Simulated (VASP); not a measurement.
# InPt3: relaxation of cell and atoms with LDA

Crystal: InPt3.

```xyz
4
Lattice="3.9643 0.0000 0.0000 0.0000 3.9643 0.0000 0.0000 0.0000 3.9643" Properties=species:S:1:pos:R:3 pbc="T T T"
In    0.0000    0.0000    0.0000
Pt    1.9821    1.9821    0.0000
Pt    0.0000    1.9821    1.9821
Pt    1.9821    0.0000    1.9821
```

```yaml
Program: VASP 6.6.1
Task: relaxation of cell and atoms
Functional: LDA
Potentials_or_basis: VASP PAW LDA potentials, release 64 (In_d, Pt)
Cutoff: 600 eV
k_mesh: 10 × 10 × 10
Occupations: fermi-dirac, width 0.15 eV
Spin: no spin polarisation
Dipole_correction: no
Further_INCAR_settings: ALGO = Fast; EDIFF = 1e-06; IBRION = 2; EDIFFG = -0.001; NSW = 80; ISIF = 3
```

```json
{
 "Relaxed volume": "15.65 Å³/atom",
 "Relaxed cell": "a = 3.971 Å, b = 3.971 Å, c = 3.971 Å, α = 90.00°, β = 90.00°, γ = 90.00°",
 "Space group after relaxing (to 0.1 Å)": "Pm-3m (No. 221)",
 "Energy gained by relaxing": "0.3 meV/atom",
 "Ionic steps": "5",
 "Pressure after relaxing": "0.0 GPa",
 "Band gap on the k mesh": "zero (an odd number of electrons rules out a gap without spin polarisation)"
}
```

The path:
```tsv
step	energy change (eV)	largest force (eV/Å)	pressure (GPa)	volume (Å³)
1	0.0000	0.0000	1.27	62.30
2	0.0062	0.0000	-2.94	63.42
3	-0.0013	0.0000	0.02	62.62
4	-0.0013	0.0000	-0.02	62.63
5	-0.0013	0.0000	0.01	62.62
```

Final structure:
```
In Pt
1.0
     3.97099    0.00000    0.00000
     0.00000    3.97099    0.00000
     0.00000    0.00000    3.97099
In Pt
1 3
Direct
  0.00000 0.00000 0.00000
  0.50000 0.50000 0.00000
  0.00000 0.50000 0.50000
  0.50000 0.00000 0.50000
```

Levels at points of the mesh, in eV from the Fermi level:
| k point | band 18 | band 19 | band 20 | band 21 | band 22 | band 23 | band 24 | band 25 |
| --- | --- | --- | --- | --- | --- | --- | --- | --- |
| (0.00, 0.00, 0.00) | 0.00 | 0.24 | 0.24 | 0.24 | 0.50 | 0.50 | 0.50 | 5.76 |
| (0.50, 0.00, 0.00) | -2.12 | -2.12 | -1.97 | -0.76 | 0.50 | 4.06 | 5.81 | 5.81 |
| (0.50, 0.50, 0.00) | -2.43 | -1.81 | -1.67 | -1.63 | -0.56 | 1.52 | 1.52 | 7.24 |
| (0.50, 0.50, 0.50) | -2.10 | -1.57 | -1.57 | -0.37 | 0.05 | 0.05 | 0.05 | 3.22 |

Wall time 2.4 min on 1 thread of Intel(R) Xeon(R) Platinum 8488C (Sapphire Rapids), on a shared host, peak memory 0.23 GiB.

Caveat: spin-orbit coupling is left out, which moves the levels of the heavy elements.
